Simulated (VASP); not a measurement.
CsBr, 2 atoms in the cell. Symmetry: Pm-3m, No. 221, cubic system. Conventional cell: a = 4.320 Å, b = 4.320 Å, c = 4.320 Å, α = 90.00°, β = 90.00°, γ = 90.00°. Cs (site symmetry m-3m) has 8 Br at 3.74 Å and 6 Cs at 4.32 Å within 4.9 Å. Br (site symmetry m-3m) has 8 Cs at 3.74 Å and 6 Br at 4.32 Å within 4.9 Å. 

| Property | Result |
| --- | --- |
| Program | VASP 6.6.1 |
| Task | single point |
| Functional | PBE |
| Potentials or basis | VASP PAW PBE potentials, release 64 (Cs_sv, Br) |
| Cutoff | 500 eV |
| k mesh | 4 × 4 × 4 |
| Occupations | fermi-dirac, width 0.001 eV |
| Spin | no spin polarisation |
| Dipole correction | no |
| Further INCAR settings | ALGO = Normal; EDIFF = 1e-06; NBANDS = 15 |

Potentials or basis: VASP PAW PBE potentials, release 64 (Cs_sv, Br).

The run is started by

```bash
$ cat potpaw_PBE.64/Cs_sv/POTCAR potpaw_PBE.64/Br/POTCAR > POTCAR
$ mpirun -np 1 vasp_std > vasp.out
```

Hardware: 1 thread of Intel(R) Xeon(R) Platinum 8259CL CPU @ 2.50GHz (Skylake/Cascade Lake), with other jobs on the host.

Task: Estimate the wall time of this run.

Result: It took 10 s on 1 thread of Intel(R) Xeon(R) Platinum 8259CL CPU @ 2.50GHz (Skylake/Cascade Lake), with other jobs on the host, peak memory 0.18 GiB. Counts: scf iterations 12, k points 10.
